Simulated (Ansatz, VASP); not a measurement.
## Pt in VASP and in Ansatz

The input INCAR:

```
ALGO     = Normal         # electronic algorithm
EDIFF    = 1E-6           # SCF threshold, eV
ENCUT    = 520            # plane-wave cutoff, eV
GGA      = PS             # functional
ISIF     = 2              # what is computed and relaxed
ISMEAR   = -1             # smearing method
LASPH    = T              # aspherical terms in the spheres
LCHARG   = F              # write CHGCAR
LREAL    = F              # projectors in reciprocal space
LWAVE    = F              # write WAVECAR
NBANDS   = 11             # bands
NELM     = 60             # most SCF steps
PREC     = Accurate       # precision mode
SIGMA    = 0.05           # smearing width, eV
```

File KPOINTS:

```
k-points
0
Gamma
  12 12 12
```

Contents of POSCAR:

```
Pt
1.0
   -1.6050673907      1.6050673907      1.6050673907
    1.6050673907     -1.6050673907      1.6050673907
    1.6050673907      1.6050673907     -1.6050673907
Pt
1
Direct
    0.0000000000      0.0000000000      0.0000000000
```

File input.yaml:

```yaml
crystal:
  lattice:
    - [-1.6050673907, 1.6050673907, 1.6050673907]
    - [1.6050673907, -1.6050673907, 1.6050673907]
    - [1.6050673907, 1.6050673907, -1.6050673907]
  atoms:
    - { symbol: Pt, position: [0.0, 0.0, 0.0] }
kpoints:
  mp_grid: { grid: [12, 12, 12] }
scf:
  occupations: { method: fermi_dirac, width: 0.05 }
hamiltonian:
  xc: pbesol
  pseudopotentials: { kind: all_electron, lapw: { basis_error: 0.0005 } }
output:
  forces: true
  stress: true
  eigenvalues: true
```

Change from the starting cell: volume scaled by 1.04.

Alike in both runs: task single point; functional PBEsol; k mesh 12 × 12 × 12; occupations fermi-dirac, width 0.05 eV; no spin polarisation.

|  | VASP | Ansatz |
| --- | --- | --- |
| version | VASP 6.6.1 | Ansatz 0.2.0 |
| potentials or method | VASP PAW PBE potentials, release 64 (Pt), cutoff 520 eV | all-electron LAPW, scalar-relativistic |

VASP gave:

| Property | Result |
| --- | --- |
| gap on the k mesh at the Fermi level (eV) | none |
| pressure (GPa) | -19.1 |

Estimate Ansatz's values.

gap on the k mesh at the Fermi level (eV): none; pressure (GPa): -18.8.

VASP's potentials were made for PBE, not for PBEsol. A gap of «none» marks a metal or a gap that the smearing closes. Ansatz ran all-electron here, and VASP with PAW potentials.

Neither program's run includes spin-orbit coupling.
